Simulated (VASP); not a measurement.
# PbI2 (CdI2 type) (P-3m1) in VASP: further runs

PbI2 (CdI2 type) is run at these levels: PBE; tasks: electric field gradients.

All numbers are computed with VASP 6.6.1; they aren't measurements. Logs are shortened: lines on timing, memory, paths and dates and some standing lists are left out, and cuts for length are marked.

## 1. The cell of the first run

Symmetry: P-3m1, No. 164, trigonal system. The conventional cell has a = 4.677 Å, b = 4.677 Å, c = 7.850 Å, α = 90.00°, β = 90.00°, γ = 120.00°. Pb (site symmetry -3m) has 6 I at 3.28 Å within 4.3 Å. Within 4.3 Å of I (site symmetry 3m) lie 3 Pb at 3.28 Å.

## 2. Electric field gradients, PBE

INCAR reads:

```
SYSTEM = PbI2
ALGO     = Normal         ! electronic algorithm
EDIFF    = 1E-8           ! SCF threshold, eV
ENCUT    = 400            ! plane-wave cutoff, eV
GGA      = PE             ! functional
GGA_COMPAT= .False.      
ISIF     = 2              ! what is computed and relaxed
ISMEAR   = -1             ! smearing method
LASPH    = .True.         ! aspherical terms in the spheres
LCHARG   = .False.        ! write CHGCAR
LEFG     = .True.       
LREAL    = .False.        ! projectors in reciprocal space
LWAVE    = .False.        ! write WAVECAR
NBANDS   = 21             ! bands
NELM     = 120            ! most SCF steps
PREC     = Accurate       ! precision mode
SIGMA    = 0.03           ! smearing width, eV
```

KPOINTS reads:

```
k-points
0
Gamma
  11 11 6
  0 0 0
```

POSCAR reads:

```
PbI2
1.0
    4.6772877255      0.0000000000      0.0000000000
   -2.3386438628      4.0506499911      0.0000000000
    0.0000000000      0.0000000000      7.8496382030
Pb I
1 2
Direct
    0.0000000000      0.0000000000      0.0000000000
    0.3333333333      0.6666666667      0.2366177030
    0.6666666667      0.3333333333      0.7633822970
```

Potentials or basis: VASP PAW PBE potentials, release 64 (Pb_d, I).

Launch:

```bash
$ cat potpaw_PBE.64/Pb_d/POTCAR potpaw_PBE.64/I/POTCAR > POTCAR
$ mpirun -np 1 vasp_std > vasp.out
```

OUTCAR:

```text
SYSTEM = PbI2
   EDIFF = 1E-8
   ENCUT = 400
   GGA = PE
   ISIF = 2
   ISMEAR = -1
   LASPH = .True.
   LREAL = .False.
   NELM = 120
   PREC = Accurate

 ion  position               nearest neighbor table
   1  0.000  0.000  0.000-   2 3.28   3 3.28   3 3.28   2 3.28   3 3.28   2 3.28
   2  0.333  0.667  0.237-   1 3.28   1 3.28   1 3.28
   3  0.667  0.333  0.763-   1 3.28   1 3.28   1 3.28

  LATTYP: Found a hexagonal cell.
 ALAT       =     4.6772877255
 C/A-ratio  =     1.6782457406

  Lattice vectors:

 A1 = (   4.6772877255,   0.0000000000,   0.0000000000)
 A2 = (  -2.3386438628,   4.0506499911,   0.0000000000)
 A3 = (   0.0000000000,   0.0000000000,   7.8496382030)

Analysis of symmetry for initial positions (statically):
=====================================================================
 Subroutine PRICEL returns:
 Original cell was already a primitive cell.

 Routine SETGRP: Setting up the symmetry group for a
 hexagonal supercell.

 Subroutine GETGRP returns: Found 12 space group operations
 (whereof 12 operations were pure point group operations)
 out of a pool of 24 trial point group operations.

The static configuration has the point symmetry D_3d.

Analysis of symmetry for dynamics (positions and initial velocities):
=====================================================================
 Subroutine PRICEL returns:
 Original cell was already a primitive cell.

 Routine SETGRP: Setting up the symmetry group for a
 hexagonal supercell.

 Subroutine GETGRP returns: Found 12 space group operations
 (whereof 12 operations were pure point group operations)
 out of a pool of 24 trial point group operations.

The dynamic configuration has the point symmetry D_3d.

 Subroutine INISYM returns: Found 12 space group operations
 (whereof 12 operations are pure point group operations),
 and found     1 'primitive' translations

----------------------------------------------------------------------------------------

                                     Primitive cell

  volume of cell :     148.7197

  direct lattice vectors                    reciprocal lattice vectors
     4.677287726  0.000000000  0.000000000     0.213799120  0.123436980  0.000000000
    -2.338643863  4.050649991  0.000000000     0.000000000  0.246873959  0.000000000
     0.000000000  0.000000000  7.849638203     0.000000000  0.000000000  0.127394406

  length of vectors
     4.677287726  4.677287726  7.849638203     0.246873959  0.246873959  0.127394406

  position of ions in fractional coordinates (direct lattice)
     0.000000000  0.000000000  0.000000000
     0.333333333  0.666666667  0.236617703
     0.666666667  0.333333333  0.763382297

  ion indices of the primitive-cell ions
   primitive index   ion index
                 1           1
                 2           2
                 3           3

----------------------------------------------------------------------------------------

 KPOINTS: k-points

Automatic generation of k-mesh.
 Grid dimensions read from file:
 generate k-points for:   11   11    6

 Generating k-lattice:

  Cartesian coordinates                     Fractional coordinates (reciprocal lattice)
     0.019436284  0.011221544  0.000000000     0.090909091  0.000000000  0.000000000
     0.000000000  0.022443087  0.000000000     0.000000000  0.090909091  0.000000000
     0.000000000  0.000000000  0.021232401     0.000000000  0.000000000  0.166666667

  Length of vectors
     0.022443087  0.022443087  0.021232401

  Shift w.r.t. Gamma in fractional coordinates (k-lattice)
     0.000000000  0.000000000  0.000000000

 Subroutine IBZKPT returns following result:
 ===========================================

 Found     84 irreducible k-points:

 Following reciprocal coordinates:
            Coordinates               Weight
  0.000000  0.000000  0.000000      1.000000
  0.090909 -0.000000  0.000000      6.000000
  0.181818 -0.000000  0.000000      6.000000
  0.272727  0.000000  0.000000      6.000000
  0.363636 -0.000000  0.000000      6.000000
  0.454545 -0.000000  0.000000      6.000000
[... 16 lines left out ...]
  0.000000  0.272727  0.166667      6.000000
  0.363636 -0.000000  0.166667      6.000000
 [... further k-points ...]
   k-points           NKPTS =     84   k-points in BZ     NKDIM =     84   number of bands    NBANDS=     21
   number of dos      NEDOS =    301   number of ions     NIONS =      3
   total plane-waves  NPLWV =  55296
   dimension x,y,z NGX =    32 NGY =   32 NGZ =   54
   dimension x,y,z NGXF=    64 NGYF=   64 NGZF=  108
   ions per type =               1   2
   NGX,Y,Z   is equivalent  to a cutoff of  11.37, 11.37, 11.44 a.u.
   NGXF,Y,Z  is equivalent  to a cutoff of  22.75, 22.75, 22.87 a.u.
 SYSTEM =  PbI2
   PREC   = accura    normal or accurate (medium, high low for compatibility)
   ISTART =      0    job   : 0-new  1-cont  2-samecut
   ICHARG =      2    charge: 1-file 2-atom 10-const
   ISPIN  =      1    spin polarized calculation?
   LNONCOLLINEAR =      F non collinear calculations
   LSORBIT =      F    spin-orbit coupling
   LASPH  =      T    aspherical Exc in radial PAW
   ENCUT  =  400.0 eV  29.40 Ry    5.42 a.u.   7.63  7.63 12.80*2*pi/ulx,y,z
   NELM   =    120;   NELMIN=  2; NELMDL= -5     # of ELM steps
   EDIFF  = 0.1E-07   stopping-criterion for ELM
   LREAL  =      F    real-space projection
   EDIFFG = 0.1E-06   stopping-criterion for IOM
   NSW    =      0    number of steps for IOM
   IBRION =     -1    ionic relax: 0-MD 1-quasi-New 2-CG
   NFREE  =      0    steps in history (QN), initial steepest desc. (CG)
   ISIF   =      2    stress and relaxation
   ISYM   =      2    0-nonsym 1-usesym 2-fastsym
   POTIM  = 0.5000    time-step for ionic-motion
   TEBEG  =    0.0;   TEEND  =   0.0 temperature during run
   PSTRESS=    0.0 pullay stress
   NELECT =      28.0000    total number of electrons
   NUPDOWN=      -1.0000    fix difference up-down
   EMIN   =  10.00;   EMAX   =-10.00  energy-range for DOS
   EFERMI =   0.00;   METHOD = LEGACY
   ISMEAR =    -1;   SIGMA  =   0.03  broadening in eV -4-tet -1-fermi 0-gaus
   EFERMI_NEDOS =   21; number of points for ismear=-14 and -15
   IALGO  =     38    algorithm
   IMIX   =      4    mixing-type and parameters
     AMIX     =   0.40;   BMIX     =  1.00
     AMIX_MAG =   1.60;   BMIX_MAG =  1.00
  volume/ion in A,a.u.               =      49.57       334.54
  Fermi-wavevector in a.u.,A,eV,Ry     =   0.938292  1.773115 11.978459  0.880392
  Thomas-Fermi vector in A             =   2.065489
   LORBIT       =      0    0 simple, 1 ext, 2 COOP (PROOUT), +10 PAW based schemes
   GGA     = PE    functional components
   LHFCALC =     F    Hartree Fock is set to
   AEXX    =    0.0000 exact exchange contribution
   IVDW    =     0    specifies the selected vdW correction
   LEPSILON=     F    determine dielectric tensor
   LRPA    =     F    only Hartree local field effects (RPA)
 non-spin polarized calculation
  energy-cutoff  :      400.00
  volume of cell :      148.72
 maximum number of plane-waves:      2738
 NGX is ok and might be reduce to    32
   NGX = 15   NGY = 15   NGZ = 25

 number of electron      28.0000006 magnetization

 Free energy of the ion-electron system (eV)
  ---------------------------------------------------
  ext. energy  EPLUGINS =         0.00000000
  ---------------------------------------------------
  free energy    TOTEN  =        -8.62212400 eV

  energy without entropy =       -8.62212400  energy(sigma->0) =       -8.62212400

 E-fermi :   1.6549     XC(G=0):  -7.3064

 val. band max:        0.9832223068   @ k =   0.1818  -0.0000   0.3333
 cond. band min:       3.4168881296   @ k =   0.0000   0.0000   0.5000
 fundamental gap:      2.4336658228
 Fermi energy:         1.6549001001

 k-point     1 :       0.0000    0.0000    0.0000
  band No.  band energies     occupation
      1     -14.9267      2.00000
      2     -14.9267      2.00000
      3     -14.9215      2.00000
      4     -14.9130      2.00000
      5     -14.9130      2.00000
      6     -10.6338      2.00000
[... 13 lines left out ...]
     20       8.9436      0.00000
     21       8.9436      0.00000

 k-point     2 :       0.0909   -0.0000    0.0000
  band No.  band energies     occupation
      1     -14.9290      2.00000
      2     -14.9261      2.00000
      3     -14.9208      2.00000
      4     -14.9134      2.00000
      5     -14.9126      2.00000
      6     -10.6024      2.00000
[... 520 lines left out ...]
 k-point    24 :       0.3636   -0.0000    0.1667
  band No.  band energies     occupation
      1     -14.9515      2.00000
      2     -14.9236      2.00000
      3     -14.9189      2.00000
      4     -14.9106      2.00000
      5     -14.9048      2.00000
      6     -10.2362      2.00000
[... 13 lines left out ...]
     20       9.2444      0.00000
     21      10.0965      0.00000

 [... further k-points ...]
[... 5 lines left out ...]
  --------------------------------------------------------------------------------------
  -------------------------------------------------------------------------------------
  Total       -0.0343358     -0.0343358     -0.0215211      0.0000000      0.0000000      0.0000000
  in kB       -0.3699041     -0.3699041     -0.2318502      0.0000000      0.0000000      0.0000000
  external PRESSURE =      -0.3238861 kB  Pullay stress =       0.0000000 kB

 VOLUME and BASIS-vectors are now :
 -----------------------------------------------------------------------------
  energy-cutoff  :      400.00
  volume of cell :      148.72
      direct lattice vectors                 reciprocal lattice vectors
     4.677287726  0.000000000  0.000000000     0.213799120  0.123436980  0.000000000
    -2.338643863  4.050649991  0.000000000     0.000000000  0.246873959  0.000000000
     0.000000000  0.000000000  7.849638203     0.000000000  0.000000000  0.127394406

 POSITION                                       TOTAL-FORCE (eV/Angst)
 -----------------------------------------------------------------------------------
      0.00000      0.00000      0.00000        -0.000000      0.000000      0.000000
     -0.00000      2.70043      1.85736         0.000000      0.000000     -0.000002
      2.33864      1.35022      5.99227         0.000000      0.000000      0.000002
 -----------------------------------------------------------------------------------
    total drift:                                0.000000     -0.000000      0.000000

  FREE ENERGIE OF THE ION-ELECTRON SYSTEM (eV)
  ---------------------------------------------------
  free  energy   TOTEN  =        -8.6221239985 eV

  energy  without entropy=       -8.6221239985  energy(sigma->0) =       -8.62212400

 Electric field gradients (V/A^2)
---------------------------------------------------------------------
 ion       V_xx      V_yy      V_zz      V_xy      V_xz      V_yz
---------------------------------------------------------------------
   1      -9.847    -9.845    19.692     0.001    -0.000     0.000
   2       4.852     4.852    -9.704    -0.000    -0.000     0.000
   3       4.852     4.852    -9.704    -0.000    -0.000     0.000
---------------------------------------------------------------------

 Electric field gradients after diagonalization (V/A^2)
 (convention: |V_zz| > |V_xx| > |V_yy|)
----------------------------------------------------------------------
 ion       V_xx      V_yy      V_zz     asymmetry (V_yy - V_xx)/ V_zz
----------------------------------------------------------------------
   1      -9.848    -9.844    19.692       0.000
   2       4.852     4.852    -9.704       0.000
   3       4.852     4.852    -9.704       0.000
----------------------------------------------------------------------

           NMR quadrupolar parameters

 Cq : quadrupolar parameter    Cq=e*Q*V_zz/h
 eta: asymmetry parameters     (V_yy - V_xx)/ V_zz
 Q  : nuclear electric quadrupole moment in mb (millibarn)
----------------------------------------------------------------------
 ion       Cq(MHz)       eta       Q (mb)
----------------------------------------------------------------------
   1       0.048       0.000       1.000
   2      -0.023       0.000       1.000
   3      -0.023       0.000       1.000
----------------------------------------------------------------------
```

It took 1.9 min on 1 thread of AMD EPYC 9R45 (Zen 5), shared host; peak memory 0.3 GiB.

Results:

```
Free energy                             : -8.6221 eV
Pressure                                : 0.0 GPa
Band gap on the k mesh                  : 2.43 eV (least direct gap 2.56 eV)
Largest electric field gradient by atom : Pb +19.7; I -9.7 V/Å²
```

Levels at points of the mesh, in eV from the valence-band top:
```csv
k point,band 11,band 12,band 13,band 14,band 15,band 16,band 17,band 18
"(0.00, 0.00, 0.00)",-0.65,-0.61,-0.55,-0.55,2.56,3.45,3.45,6.04
"(0.00, 0.00, 0.50)",-0.77,-0.51,-0.51,-0.12,2.43,3.40,3.40,6.92
```

Electric field gradients, principal values (V/Å²):
```
atom   least  middle  greatest (by size)
1 Pb  -9.844  -9.848              19.692
 2 I   4.852   4.852              -9.704
 3 I   4.852   4.852              -9.704
```

Caveat: without QUAD_EFG the Cq values of the log hold for a quadrupole moment of 1 mb, not for the nuclei; spin-orbit coupling is left out, which moves the levels of the heavy elements; this functional lacks dispersion, which binds layers or chains, so the pressure and a relaxed spacing across them are unreliable. A k mesh can miss the band edges.

(Part 1 of 2 ends here.)
